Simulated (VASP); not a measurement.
A run of VASP 6.6.1:

The input INCAR:

```
SYSTEM = C
ALGO     = Normal         ! electronic algorithm
EDIFF    = 1E-7           ! SCF threshold, eV
ENCUT    = 520            ! plane-wave cutoff, eV
GGA      = PE             ! functional
ISIF     = 2              ! what is computed and relaxed
ISMEAR   = 0              ! smearing method
IVDW     = 12             ! dispersion correction
LASPH    = .True.         ! aspherical terms in the spheres
LCHARG   = .True.         ! write CHGCAR
LELF     = .True.         ! ELF
LREAL    = .False.        ! projectors in reciprocal space
LVHAR    = .True.       
LWAVE    = .False.        ! write WAVECAR
NBANDS   = 11             ! bands
NELM     = 100            ! most SCF steps
PREC     = Accurate       ! precision mode
SIGMA    = 0.05           ! smearing width, eV
```

File KPOINTS:

```
k-points
0
Gamma
  15 15 15
  0 0 0
```

POSCAR

```
C
1.0
    1.2016860064      0.6937937393      3.2773531398
   -1.2016860064      0.6937937393      3.2773531398
    0.0000000000     -1.3875874786      3.2773531398
C
2
Direct
    0.1609431579      0.1609431579      0.1609431579
    0.8390568421      0.8390568421      0.8390568421
```

Potentials or basis: VASP PAW PBE potentials, release 64 (C).

The run is started by

```bash
$ cat potpaw_PBE.64/C/POTCAR > POTCAR
$ mpirun -np 1 vasp_std > vasp.out
```

Hardware: 1 thread of Intel(R) Xeon(R) Platinum 8488C (Sapphire Rapids), with other jobs on the host.

**Question.** How long does it take, and how much memory?

**Answer.** Run time: 71 s on 1 thread of Intel(R) Xeon(R) Platinum 8488C (Sapphire Rapids) (shared host), peak memory 0.2 GiB. Counts: scf iterations 13, k points 344.
